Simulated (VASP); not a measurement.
Wanted: the native input for a VASP 6.6.1 run.

```
Task                   : relaxation of cell and atoms
Functional             : LDA
Potentials or basis    : VASP PAW LDA potentials, release 64 (B, P)
Cutoff                 : 600 eV
k mesh                 : 18 × 18 × 18
Occupations            : fermi-dirac, width 0.1 eV
Spin                   : no spin polarisation
Dipole correction      : no
Further INCAR settings : ALGO = Normal; EDIFF = 1e-06; IBRION = 2; EDIFFG = -0.002; NSW = 100; ISIF = 3
```

The structure of BP lies in POSCAR:

```
BP
1.0
    0.0000000000      2.2690000000      2.2690000000
    2.2690000000      0.0000000000      2.2690000000
    2.2690000000      2.2690000000      0.0000000000
B P
1 1
Direct
    0.0000000000      0.0000000000      0.0000000000
    0.7500000000      0.7500000000      0.7500000000
```

The input as run:

INCAR

```
SYSTEM = BP
  PREC = Accurate
  ENCUT = 600
  EDIFF = 1E-6
  ISMEAR = -1
  SIGMA = 0.1
  LREAL = .FALSE.
  LASPH = .TRUE.
  NELM = 60
  ALGO = Normal
  ISIF = 3
  LWAVE = .FALSE.
  LCHARG = .FALSE.
  GGA = CA
  IBRION = 2
  NSW = 100
  EDIFFG = -0.002
```

KPOINTS

```
Automatic mesh
0
G
  18 18 18
  0 0 0
```

Potentials or basis: VASP PAW LDA potentials, release 64 (B, P).

The run is started by

```console
$ cat potpaw_LDA.64/B/POTCAR potpaw_LDA.64/P/POTCAR > POTCAR
$ mpirun -np 1 vasp_std > vasp.out
```

It gave:

The relaxed volume is 11.31 Å³/atom, the relaxed cell is a = 3.175 Å, b = 3.175 Å, c = 3.175 Å, α = 60.00°, β = 60.00°, γ = 60.00° and the space group after relaxing (to 0.1 Å) is F-43m (No. 216). The energy gained by relaxing is 6.3 meV/atom and the ionic steps are 3. The pressure after relaxing is 0.0 GPa. The band gap on the k mesh is 1.16 eV (least direct gap 3.43 eV).

Wall time 2.3 min on 1 thread of Intel Xeon 8259CL, on a shared host, peak memory 0.17 GiB.
